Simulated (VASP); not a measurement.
Input of a VASP 6.6.1 run:

File INCAR:

```
PREC = Accurate
ENCUT = 600
EDIFF = 1E-7
ISMEAR = -1
SIGMA = 0.05
LREAL = False
LASPH = True
NELM = 200
ALGO = Normal
ISIF = 3
LWAVE = False
LCHARG = False
LMAXMIX = 4
LDAU = True
LDAUTYPE = 2
LDAUL = 2 -1
LDAUU = 6 0
LDAUJ = 0 0
LDAUPRINT = 1
GGA = PE
IBRION = 2
NSW = 60
EDIFFG = -0.01
GGA_COMPAT = False
NELMIN = 4
```

File KPOINTS:

```
regular mesh
0
Gamma
  10 10 9
```

The input POSCAR:

```
TaN
1.0
    2.9380011100      0.0000000000      0.0000000000
   -1.4690005500      2.5443836000      0.0000000000
    0.0000000000      0.0000000000      2.8830022100
Ta N
1 1
Direct
    0.3333333333      0.6666666667      0.5000000000
    0.0000000000      0.0000000000      0.0000000000
```

Potentials or basis: VASP PAW PBE potentials, release 64 (Ta_sv_GW, N).

Launch:

```console
$ cat potpaw_PBE.64/Ta_sv_GW/POTCAR potpaw_PBE.64/N/POTCAR > POTCAR
$ mpirun -np 1 vasp_std > vasp.out
```

**Question.** Estimate the relaxed cell.

**Answer.** a = 3.006 Å, b = 3.006 Å, c = 2.954 Å, α = 90.00°, β = 90.00°, γ = 120.00°.

**Question.** Estimate the space group after relaxing (to 0.05 Å).

**Answer.** P-6m2 (No. 187).

**Question.** What does it give for the relaxed volume?

**Answer.** 11.56 Å³/atom.

**Question.** Estimate the band gap on the k mesh.

**Answer.** Zero (band 9 reaches 12.74 eV, above the bottom of band 10 at 12.42 eV).

Step by step:
| step | energy change (eV) | largest force (eV/Å) | pressure (GPa) | volume (Å³) |
| --- | --- | --- | --- | --- |
| 1 | 0.0000 | 0.0000 | 25.21 | 21.55 |
| 2 | 0.4302 | 0.0000 | -36.10 | 27.28 |
| 3 | -0.1158 | 0.0000 | -1.28 | 23.21 |
| 4 | -0.1162 | 0.0000 | -0.07 | 23.12 |
| 5 | -0.1162 | 0.0000 | 0.36 | 23.09 |
| 6 | -0.1163 | 0.0000 | 0.28 | 23.10 |
| 7 | -0.1163 | 0.0000 | 0.31 | 23.10 |
| 8 | -0.1163 | 0.0000 | 0.31 | 23.10 |
| 9 | -0.1163 | 0.0000 | -0.49 | 23.16 |
| 10 | -0.1163 | 0.0000 | 0.00 | 23.12 |

Caveat: spin-orbit coupling is left out, which moves the levels of the heavy elements; U without spin polarisation on a metal has little footing. Zero-point motion and thermal expansion aren't in these numbers.
